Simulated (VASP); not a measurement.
A run of VASP 6.6.1 is set up as follows.

File INCAR:

```
PREC = Accurate ; ENCUT = 520
EDIFF = 1E-6 ; ISMEAR = 0
SIGMA = 0.1 ; LREAL = F
LASPH = T ; NELM = 80
ALGO = Fast ; ISIF = 2
LWAVE = F ; LCHARG = F
GGA = PE ; IVDW = 12
IBRION = 2 ; NSW = 60
EDIFFG = -0.01
```

Contents of KPOINTS:

```
Automatic mesh
0
Gamma
  12 12 12
```

File POSCAR:

```
Sb
1.0
    2.1542000000      1.2437279499      3.7580000000
   -2.1542000000      1.2437279499      3.7580000000
    0.0000000000     -2.4874558998      3.7580000000
Sb
2
Direct
    0.2334900000      0.2334900000      0.2334900000
    0.7665100000      0.7665100000      0.7665100000
```

Potentials or basis: VASP PAW PBE potentials, release 64 (Sb).

Command:

```console
$ cat potpaw_PBE.64/Sb/POTCAR > POTCAR
$ mpirun -np 1 vasp_std > vasp.out
```

Predict the dispersion energy per atom.

-0.473 eV.

Predict the energy gained by relaxing.

2.7 meV/atom.

Stress tensor (GPa, compression positive):
```
-0.17  0.00  0.00
 0.00 -0.17  0.00
 0.00  0.00 -1.00
```
